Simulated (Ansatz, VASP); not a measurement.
# Al in VASP and in Ansatz

INCAR

```
PREC = Accurate ; ENCUT = 520
EDIFF = 1E-6 ; ISMEAR = 0
SIGMA = 0.15 ; LREAL = F
LASPH = T ; NELM = 60
ALGO = Normal ; ISIF = 2
LWAVE = F ; LCHARG = T
GGA = PE ; IVDW = 12
LELF = T ; LVHAR = T
NBANDS = 8
```

Contents of KPOINTS:

```
regular mesh
0
Gamma
  22 22 22
```

File POSCAR:

```
Al
1.0
    0.0000000000      2.0582695073      1.7637311408
    2.0582695073      0.0000000000      1.7637311408
    2.0582695073      2.0582695073      0.0000000000
Al
1
Direct
    0.0000000000      0.0000000000      0.0000000000
```

Input for Ansatz:

```yaml
crystal:
  lattice:
    - [0.0, 2.0582695073, 1.7637311408]
    - [2.0582695073, 0.0, 1.7637311408]
    - [2.0582695073, 2.0582695073, 0.0]
  atoms:
    - { symbol: Al, position: [0.0, 0.0, 0.0] }
basis:
  ecutwfc: 420
kpoints:
  mp_grid: { grid: [22, 22, 22] }
hamiltonian:
  xc: pbe
  pseudopotentials: { kind: paw, azcp: { folder: soft_1 } }
  dispersion: d3bj
scf:
  occupations: { method: gaussian, width: 0.15 }
output:
  forces: true
  stress: true
  eigenvalues: true
  write_density: true
  write_potential: true
  elf: true
  volumetric_format: npy
```

Alike in both runs: task single point; functional PBE; dispersion D3(BJ); k mesh 22 × 22 × 22; occupations gaussian, width 0.15 eV; no spin polarisation.

```csv
,VASP,Ansatz
version,VASP 6.6.1,Ansatz 0.2.0
potentials or method,"VASP PAW PBE potentials, release 64 (Al), cutoff 520 eV","scalar-relativistic, plane waves, PAW"
valence electrons in the cell,3,3
```

VASP gave:

| Item | Value |
| --- | --- |
| gap on the k mesh at the Fermi level (eV) | none |
| pressure (GPa) | 6.5 |
| traceless stress, the component that is largest in VASP (GPa) | 6.24 |

**Question.** What did Ansatz give for the same quantities?

**Answer.** gap on the k mesh at the Fermi level (eV): none; pressure (GPa): 6.5; traceless stress, the component that is largest in VASP (GPa): 6.22.

A gap of «none» marks a metal or a gap that the smearing closes.
